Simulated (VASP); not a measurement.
B, 1 atom in the cell. Symmetry: P4/mmm, No. 123, tetragonal system. The conventional cell has a = 2.314 Å, b = 2.314 Å, c = 1.564 Å, α = 90.00°, β = 90.00°, γ = 90.00°. Within 2.1 Å of B (site symmetry 4/mmm) lie 2 B at 1.56 Å. 

```yaml
Program: VASP 6.6.1
Task: single point
Functional: PBE
Potentials_or_basis: VASP PAW PBE potentials, release 64 (B)
Cutoff: 520 eV
k_mesh: 11 × 11 × 16
Occupations: fermi-dirac, width 0.05 eV
Spin: no spin polarisation
Dipole_correction: no
Further_INCAR_settings: ALGO = Normal; EDIFF = 1e-07; NBANDS = 8
```

Potentials or basis: VASP PAW PBE potentials, release 64 (B).

The run is started by

```sh
$ cat potpaw_PBE.64/B/POTCAR > POTCAR
$ mpirun -np 1 vasp_std > vasp.out
```

Hardware: 1 thread of Intel(R) Xeon(R) Platinum 8488C (Sapphire Rapids), with other jobs on the host.

Q: How long does it take, and how much memory?

A: Wall time 4.9 s on 1 thread of Intel(R) Xeon(R) Platinum 8488C (Sapphire Rapids) (shared host), peak memory 0.11 GiB. Counts: scf iterations 11, k points 189.
